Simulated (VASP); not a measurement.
Wanted: the native input for a VASP 6.6.1 run.

```
Task                   : single point
Functional             : LDA
Potentials or basis    : VASP PAW LDA potentials, release 64 (Mo_sv, S)
Cutoff                 : 520 eV
k mesh                 : 12 × 12 × 12
Occupations            : fermi-dirac, width 0.1 eV
Spin                   : no spin polarisation
Dipole correction      : no
Further INCAR settings : ALGO = Normal; EDIFF = 1e-06; NBANDS = 20
```

The structure of MoS2 lies in POSCAR:

```
MoS2
1.0
    6.3831760000      0.0000000000      0.0000000000
    5.5955395603      3.0716238175      0.0000000000
    5.5955395603      1.4348276740      2.7159054516
Mo S
1 2
Direct
    0.0000000000      0.0000000000      0.0000000000
    0.7500000000      0.7500000000      0.7500000000
    0.2500000000      0.2500000000      0.2500000000
```

The input as run:

INCAR

```
SYSTEM = MoS2
PREC = Accurate
ENCUT = 520
EDIFF = 1E-6
ISMEAR = -1
SIGMA = 0.1
LREAL = .FALSE.
LASPH = .TRUE.
NELM = 60
ALGO = Normal
ISIF = 2
LWAVE = .FALSE.
LCHARG = .FALSE.
GGA = CA
NBANDS = 20
```

KPOINTS

```
Automatic mesh
0
G
  12 12 12
  0 0 0
```

Potentials or basis: VASP PAW LDA potentials, release 64 (Mo_sv, S).

Run with:

```sh
$ cat potpaw_LDA.64/Mo_sv/POTCAR potpaw_LDA.64/S/POTCAR > POTCAR
$ mpirun -np 1 vasp_std > vasp.out
```

It gave:

```
Pressure               : 0.3 GPa
Largest force          : 0.601 eV/Å
Band gap on the k mesh : zero (bands 13 and 14 overlap by 0.73 eV)
```

Run time: 6.6 min on 1 thread of Intel(R) Xeon(R) Platinum 8259CL CPU @ 2.50GHz (Skylake/Cascade Lake) (shared host), peak memory 0.38 GiB.
